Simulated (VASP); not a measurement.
# SiNi (P2_13) in VASP: settings compared

The runs below take SiNi through single point, with PBE, BLYP.

All numbers are computed with VASP 6.6.1; they aren't measurements. Logs are shortened: lines on timing, memory, paths and dates and some standing lists are left out, and cuts for length are marked.

## 1. The cell of the first run

It takes space group P2_13 (No. 198, cubic). The conventional cell has a = 4.518 Å, b = 4.518 Å, c = 4.518 Å, α = 90.00°, β = 90.00°, γ = 90.00°. Ni (site symmetry 3) has 7 Si at 2.37 to 2.45 Å and 6 Ni at 2.78 Å within 3.1 Å. Within 3.1 Å of Si (site symmetry 3) lie 7 Ni at 2.37 to 2.45 Å and 6 Si at 2.79 Å.

## 2. Single point, PBE, collinear spin, ferromagnetic start

INCAR reads:

```
SYSTEM = SiNi
  ALGO = Normal
  EDIFF = 1E-6
  ENCUT = 520
  GGA = PE
  ISIF = 2
  ISMEAR = -1
  ISPIN = 2
  LASPH = .True.
  LCHARG = .False.
  LMAXMIX = 4
  LORBIT = 11
  LREAL = .False.
  LWAVE = .False.
  MAGMOM = 1 1 1 1 0 0 0 0
  NBANDS = 42
  NELM = 150
  PREC = Accurate
  SIGMA = 0.05
```

KPOINTS reads:

```
k-points
0
Gamma
  6 6 6
  0 0 0
```

POSCAR reads:

```
SiNi
1.0
    4.5181713661      0.0000000000      0.0000000000
    0.0000000000      4.5181713661      0.0000000000
    0.0000000000      0.0000000000      4.5181713661
Ni Si
4 4
Direct
    0.1487718969      0.1487718969      0.1487718969
    0.6487718969      0.3512281031      0.8512281031
    0.8512281031      0.6487718969      0.3512281031
    0.3512281031      0.8512281031      0.6487718969
    0.8464828503      0.8464828503      0.8464828503
    0.3464828503      0.6535171497      0.1535171497
    0.1535171497      0.3464828503      0.6535171497
    0.6535171497      0.1535171497      0.3464828503
```

Potentials or basis: VASP PAW PBE potentials, release 64 (Ni, Si).

Run with:

```
> cat potpaw_PBE.64/Ni/POTCAR potpaw_PBE.64/Si/POTCAR > POTCAR
> mpirun -np 1 vasp_std > vasp.out
```

OUTCAR:

```text
SYSTEM = SiNi
   EDIFF = 1E-6
   ENCUT = 520
   GGA = PE
   ISIF = 2
   ISMEAR = -1
   ISPIN = 2
   LASPH = .True.
   LORBIT = 11
   LREAL = .False.
   NELM = 150
   PREC = Accurate

 ion  position               nearest neighbor table
   1  0.149  0.149  0.149-   5 2.37   6 2.41   7 2.41   8 2.41   6 2.45   7 2.45   8 2.45   2 2.78
                             3 2.78   3 2.78   2 2.78   4 2.78   4 2.78
   2  0.649  0.351  0.851-   6 2.37   5 2.41   7 2.41   8 2.41   7 2.45   8 2.45   5 2.45   1 2.78
                             4 2.78   4 2.78   1 2.78   3 2.78   3 2.78
   3  0.851  0.649  0.351-   7 2.37   6 2.41   5 2.41   8 2.41   8 2.45   5 2.45   6 2.45   1 2.78
                             1 2.78   4 2.78   4 2.78   2 2.78   2 2.78
   4  0.351  0.851  0.649-   8 2.37   6 2.41   7 2.41   5 2.41   6 2.45   7 2.45   5 2.45   2 2.78
                             2 2.78   3 2.78   3 2.78   1 2.78   1 2.78
   5  0.846  0.846  0.846-   1 2.37   2 2.41   3 2.41   4 2.41   2 2.45   3 2.45   4 2.45   6 2.79
                             7 2.79   7 2.79   6 2.79   8 2.79   8 2.79
   6  0.346  0.654  0.154-   2 2.37   1 2.41   3 2.41   4 2.41   3 2.45   4 2.45   1 2.45   5 2.79
                             8 2.79   8 2.79   5 2.79   7 2.79   7 2.79
   7  0.154  0.346  0.654-   3 2.37   2 2.41   1 2.41   4 2.41   4 2.45   1 2.45   2 2.45   5 2.79
                             5 2.79   8 2.79   8 2.79   6 2.79   6 2.79
   8  0.654  0.154  0.346-   4 2.37   2 2.41   3 2.41   1 2.41   2 2.45   3 2.45   1 2.45   6 2.79
                             6 2.79   7 2.79   7 2.79   5 2.79   5 2.79

  LATTYP: Found a simple cubic cell.
 ALAT       =     4.5181713661

  Lattice vectors:

 A1 = (   4.5181713661,   0.0000000000,   0.0000000000)
 A2 = (   0.0000000000,   4.5181713661,   0.0000000000)
 A3 = (   0.0000000000,   0.0000000000,   4.5181713661)

Analysis of symmetry for initial positions (statically):
=====================================================================
 Subroutine PRICEL returns:
 Original cell was already a primitive cell.

 Routine SETGRP: Setting up the symmetry group for a
 simple cubic supercell.

 Subroutine GETGRP returns: Found 12 space group operations
 (whereof  3 operations were pure point group operations)
 out of a pool of 48 trial point group operations.

The static configuration has the point symmetry C_3 .
 The point group associated with its full space group is T   .

Analysis of symmetry for dynamics (positions and initial velocities):
=====================================================================
 Subroutine PRICEL returns:
 Original cell was already a primitive cell.

 Routine SETGRP: Setting up the symmetry group for a
 simple cubic supercell.

 Subroutine GETGRP returns: Found 12 space group operations
 (whereof  3 operations were pure point group operations)
 out of a pool of 48 trial point group operations.

The dynamic configuration has the point symmetry C_3 .
 The point group associated with its full space group is T   .

Analysis of structural, dynamic, and magnetic symmetry:
=====================================================================
 Subroutine PRICEL returns:
 Original cell was already a primitive cell.

 Routine SETGRP: Setting up the symmetry group for a
 simple cubic supercell.

 Subroutine GETGRP returns: Found 12 space group operations
 (whereof  3 operations were pure point group operations)
 out of a pool of 48 trial point group operations.

The overall configuration has the point symmetry C_3 .
 The point group associated with its full space group is T   .

 Subroutine INISYM returns: Found 12 space group operations
 (whereof  3 operations are pure point group operations),
 and found     1 'primitive' translations

----------------------------------------------------------------------------------------

                                     Primitive cell

  volume of cell :      92.2334

  direct lattice vectors                    reciprocal lattice vectors
     4.518171366  0.000000000  0.000000000     0.221328480  0.000000000  0.000000000
     0.000000000  4.518171366  0.000000000     0.000000000  0.221328480  0.000000000
     0.000000000  0.000000000  4.518171366     0.000000000  0.000000000  0.221328480

  length of vectors
     4.518171366  4.518171366  4.518171366     0.221328480  0.221328480  0.221328480

  position of ions in fractional coordinates (direct lattice)
     0.148771897  0.148771897  0.148771897
     0.648771897  0.351228103  0.851228103
[... 80 lines left out ...]
   ISTART =      0    job   : 0-new  1-cont  2-samecut
   ICHARG =      2    charge: 1-file 2-atom 10-const
   ISPIN  =      2    spin polarized calculation?
   LNONCOLLINEAR =      F non collinear calculations
   LSORBIT =      F    spin-orbit coupling
   LASPH  =      T    aspherical Exc in radial PAW
   ENCUT  =  520.0 eV  38.22 Ry    6.18 a.u.   8.40  8.40  8.40*2*pi/ulx,y,z
   NELM   =    150;   NELMIN=  2; NELMDL= -5     # of ELM steps
   EDIFF  = 0.1E-05   stopping-criterion for ELM
   LREAL  =      F    real-space projection
   EDIFFG = 0.1E-04   stopping-criterion for IOM
   NSW    =      0    number of steps for IOM
   IBRION =     -1    ionic relax: 0-MD 1-quasi-New 2-CG
   NFREE  =      0    steps in history (QN), initial steepest desc. (CG)
   ISIF   =      2    stress and relaxation
   ISYM   =      2    0-nonsym 1-usesym 2-fastsym
   POTIM  = 0.5000    time-step for ionic-motion
   TEBEG  =    0.0;   TEEND  =   0.0 temperature during run
   PSTRESS=    0.0 pullay stress
   NELECT =      56.0000    total number of electrons
   NUPDOWN=      -1.0000    fix difference up-down
   EMIN   =  10.00;   EMAX   =-10.00  energy-range for DOS
   EFERMI =   0.00;   METHOD = LEGACY
   ISMEAR =    -1;   SIGMA  =   0.05  broadening in eV -4-tet -1-fermi 0-gaus
   EFERMI_NEDOS =   21; number of points for ismear=-14 and -15
   IALGO  =     38    algorithm
   IMIX   =      4    mixing-type and parameters
     AMIX     =   0.40;   BMIX     =  1.00
     AMIX_MAG =   1.60;   BMIX_MAG =  1.00
  volume/ion in A,a.u.               =      11.53        77.80
  Fermi-wavevector in a.u.,A,eV,Ry     =   1.386250  2.619632 26.146157  1.921688
  Thomas-Fermi vector in A             =   2.510583
   LORBIT       =     11    0 simple, 1 ext, 2 COOP (PROOUT), +10 PAW based schemes
   GGA     = PE    functional components
   LHFCALC =     F    Hartree Fock is set to
   AEXX    =    0.0000 exact exchange contribution
   IVDW    =     0    specifies the selected vdW correction
   LEPSILON=     F    determine dielectric tensor
   LRPA    =     F    only Hartree local field effects (RPA)
 spin polarized calculation
  energy-cutoff  :      520.00
  volume of cell :       92.23
 maximum number of plane-waves:      2517
 NGX is ok and might be reduce to    36
   NGX = 17   NGY = 17   NGZ = 17

 number of electron      56.0000010 magnetization      -0.0009330

 number of electron      56.0000010 magnetization       0.0002985

 Free energy of the ion-electron system (eV)
  ---------------------------------------------------
  ext. energy  EPLUGINS =         0.00000000
  ---------------------------------------------------
  free energy    TOTEN  =       -46.83378036 eV

  energy without entropy =      -46.81001699  energy(sigma->0) =      -46.82189867

 E-fermi :  11.7358     XC(G=0): -12.5174

 val. band max:       11.6558325175   @ k =   0.3333   0.1667   0.0000
 cond. band min:      11.7504754623   @ k =   0.3333   0.0000   0.0000
 fundamental gap:      0.0946429448
 Fermi energy:        11.7357720633

 spin component 1

 k-point     1 :       0.0000    0.0000    0.0000
  band No.  band energies     occupation
      1      -2.3229      1.00000
      2       3.0414      1.00000
      3       3.0414      1.00000
      4       3.0414      1.00000
      5       5.5742      1.00000
      6       5.5742      1.00000
[... 1021 lines left out ...]
     39      18.2824      0.00000
     40      18.2824      0.00000
 Fermi energy:        11.7357720633

 spin component 2

 k-point     1 :       0.0000    0.0000    0.0000
  band No.  band energies     occupation
      1      -2.3229      1.00000
      2       3.0414      1.00000
      3       3.0414      1.00000
      4       3.0414      1.00000
      5       5.5742      1.00000
      6       5.5742      1.00000
[... 1021 lines left out ...]
     39      18.2824      0.00000
     40      18.2824      0.00000
 [bands above 40 left out]

------------------------ aborting loop because EDIFF is reached ----------------------------------------

  FORCE on cell =-STRESS in cart. coord.  units (eV):
  Direction    XX          YY          ZZ          XY          YZ          ZX
  --------------------------------------------------------------------------------------
  -------------------------------------------------------------------------------------
  Total        0.0132466      0.0132466      0.0132466     -0.0000000      0.0000000      0.0000000
  in kB        0.2301059      0.2301059      0.2301059     -0.0000000      0.0000000      0.0000000
  external PRESSURE =       0.2301059 kB  Pullay stress =       0.0000000 kB

 VOLUME and BASIS-vectors are now :
 -----------------------------------------------------------------------------
  energy-cutoff  :      520.00
  volume of cell :       92.23
      direct lattice vectors                 reciprocal lattice vectors
     4.518171366  0.000000000  0.000000000     0.221328480  0.000000000  0.000000000
     0.000000000  4.518171366  0.000000000     0.000000000  0.221328480  0.000000000
     0.000000000  0.000000000  4.518171366     0.000000000  0.000000000  0.221328480

 POSITION                                       TOTAL-FORCE (eV/Angst)
 -----------------------------------------------------------------------------------
      0.67218      0.67218      0.67218        -0.006422     -0.006422     -0.006422
      2.93126      1.58691      3.84599        -0.006422      0.006422      0.006422
      3.84599      2.93126      1.58691         0.006422     -0.006422      0.006422
      1.58691      3.84599      2.93126         0.006422      0.006422     -0.006422
      3.82455      3.82455      3.82455        -0.001233     -0.001233     -0.001233
      1.56547      2.95270      0.69362        -0.001233      0.001233      0.001233
      0.69362      1.56547      2.95270         0.001233     -0.001233      0.001233
      2.95270      0.69362      1.56547         0.001233      0.001233     -0.001233
 -----------------------------------------------------------------------------------
    total drift:                                0.000000      0.000000     -0.000000

  FREE ENERGIE OF THE ION-ELECTRON SYSTEM (eV)
  ---------------------------------------------------
  free  energy   TOTEN  =       -46.8337803618 eV

  energy  without entropy=      -46.8100169872  energy(sigma->0) =      -46.82189867

 total charge

# of ion       s       p       d       tot
------------------------------------------
    1        0.449   0.591   8.487   9.527
    2        0.449   0.591   8.487   9.527
    3        0.449   0.591   8.487   9.527
    4        0.449   0.591   8.487   9.527
    5        0.740   0.839   0.000   1.579
    6        0.740   0.839   0.000   1.579
    7        0.740   0.839   0.000   1.579
    8        0.740   0.839   0.000   1.579
--------------------------------------------------
tot          4.757   5.721  33.947  44.425

 magnetization (x)

# of ion       s       p       d       tot
------------------------------------------
    1       -0.000   0.000   0.000   0.000
    2       -0.000   0.000   0.000   0.000
    3       -0.000   0.000   0.000   0.000
    4       -0.000   0.000   0.000   0.000
    5        0.000  -0.000   0.000   0.000
    6        0.000  -0.000   0.000   0.000
    7        0.000  -0.000   0.000   0.000
    8        0.000  -0.000   0.000   0.000
--------------------------------------------------
tot          0.000  -0.000   0.000   0.000
```

It took 89 s on 1 thread of Intel Xeon Platinum 8559C (Emerald Rapids), shared host; peak memory 0.31 GiB.

What came out:

| Quantity | Value |
| --- | --- |
| Free energy | -46.8338 eV |
| Pressure | 0.0 GPa |
| Largest force | 0.011 eV/Å |
| Band gap on the k mesh | zero (filled and empty bands overlap) |
| Net moment | 0.00 μB per cell |
| Valence electrons inside the program's atomic spheres | Ni 9.53; Si 1.58 |

Forces in eV/Å, atoms in the order of the input:
```
Ni  -0.006 -0.006 -0.006
Ni  -0.006  0.006  0.006
Ni   0.006 -0.006  0.006
Ni   0.006  0.006 -0.006
Si  -0.001 -0.001 -0.001
Si  -0.001  0.001  0.001
Si   0.001 -0.001  0.001
Si   0.001  0.001 -0.001
```

## 3. Single point, BLYP, collinear spin, ferromagnetic start

This run uses another cell than the first one, of 12.21 Å³/atom.

INCAR reads:

```
SYSTEM = SiNi
PREC     = Accurate       ! precision mode
ENCUT    = 520            ! plane-wave cutoff, eV
EDIFF    = 1E-7           ! SCF threshold, eV
ISMEAR   = -1             ! smearing method
SIGMA    = 0.05           ! smearing width, eV
LREAL    = .FALSE.        ! projectors in reciprocal space
LASPH    = .TRUE.         ! aspherical terms in the spheres
NELM     = 150            ! most SCF steps
ALGO     = Normal         ! electronic algorithm
ISIF     = 2              ! what is computed and relaxed
LWAVE    = .FALSE.        ! write WAVECAR
LCHARG   = .TRUE.         ! write CHGCAR
ISPIN    = 2              ! spin polarisation
MAGMOM   = 1 1 1 1 0 0 0 0 ! initial moments
LORBIT   = 11             ! projections on sites
LMAXMIX  = 4              ! l up to which the mixer works
GGA      = B5             ! functional
ALDAX    = 1.0          
AGGAX    = 1.0          
AGGAC    = 1.0          
ALDAC    = 0.0          
LELF     = .TRUE.         ! ELF
LVHAR    = .TRUE.       
NBANDS   = 42             ! bands
```

KPOINTS reads:

```
regular mesh
0
G
  6 6 6
  0 0 0
```

POSCAR reads:

```
SiNi
1.0
    4.6052731033      0.0000000000      0.0000000000
    0.0000000000      4.6052731033      0.0000000000
    0.0000000000      0.0000000000      4.6052731033
Ni Si
4 4
Direct
    0.1469052730      0.1469052730      0.1469052730
    0.6469052730      0.3530947270      0.8530947270
    0.8530947270      0.6469052730      0.3530947270
    0.3530947270      0.8530947270      0.6469052730
    0.8445999078      0.8445999078      0.8445999078
    0.3445999078      0.6554000922      0.1554000922
    0.1554000922      0.3445999078      0.6554000922
    0.6554000922      0.1554000922      0.3445999078
```

Potentials or basis: VASP PAW PBE potentials, release 64 (Ni, Si).

Run with:

```
> cat potpaw_PBE.64/Ni/POTCAR potpaw_PBE.64/Si/POTCAR > POTCAR
> mpirun -np 1 vasp_std > vasp.out
```

It took 17 min on 1 thread of AMD EPYC, shared host; peak memory 0.29 GiB.

Results (log left out):

```yaml
Free_energy: -38.2983 eV
Pressure: 0.5 GPa
Largest_force: 0.015 eV/Å
Band_gap_on_the_k_mesh: zero (filled and empty bands overlap)
Net_moment: 0.00 μB per cell
Valence_electrons_inside_the_program's_atomic_spheres: Ni 9.46; Si 1.58
```

Forces in eV/Å, atoms in the order of the input:
```
Ni  -0.002 -0.002 -0.002
Ni  -0.002  0.002  0.002
Ni   0.002 -0.002  0.002
Ni   0.002  0.002 -0.002
Si   0.008  0.008  0.008
Si   0.008 -0.008 -0.008
Si  -0.008  0.008 -0.008
Si  -0.008 -0.008  0.008
```

Levels at points of the mesh, in eV from the Fermi level:
Spin up:
```
           k point  band 24  band 25  band 26  band 27  band 28  band 29  band 30  band 31  band 32  band 33
(0.00, 0.00, 0.00)    -1.97    -1.38    -1.38    -1.38     0.87     0.87     0.87     1.46     1.46     2.08
(0.50, 0.00, 0.00)    -1.86    -1.71    -1.71    -0.44    -0.44    -0.19    -0.19     2.60     2.60     2.87
(0.50, 0.50, 0.00)    -2.11    -1.27    -1.27    -0.83    -0.83     0.29     0.29     0.89     0.89     3.94
(0.50, 0.50, 0.50)    -2.30    -1.54    -1.54    -1.54    -1.54     3.83     3.83     3.83     3.83     4.36
```
Spin down:
| k point | band 26 | band 27 | band 28 | band 29 | band 30 | band 31 |
| --- | --- | --- | --- | --- | --- | --- |
| (0.00, 0.00, 0.00) | -1.38 | -1.38 | 0.87 | 0.87 | 0.87 | 1.46 |
| (0.50, 0.00, 0.00) | -1.71 | -0.44 | -0.44 | -0.19 | -0.19 | 2.60 |
| (0.50, 0.50, 0.00) | -1.27 | -0.83 | -0.83 | 0.29 | 0.29 | 0.89 |
| (0.50, 0.50, 0.50) | -1.54 | -1.54 | -1.54 | 3.83 | 3.83 | 3.83 |

Caveat: the PAW data sets were made with another functional, which shifts forces and pressure a little.
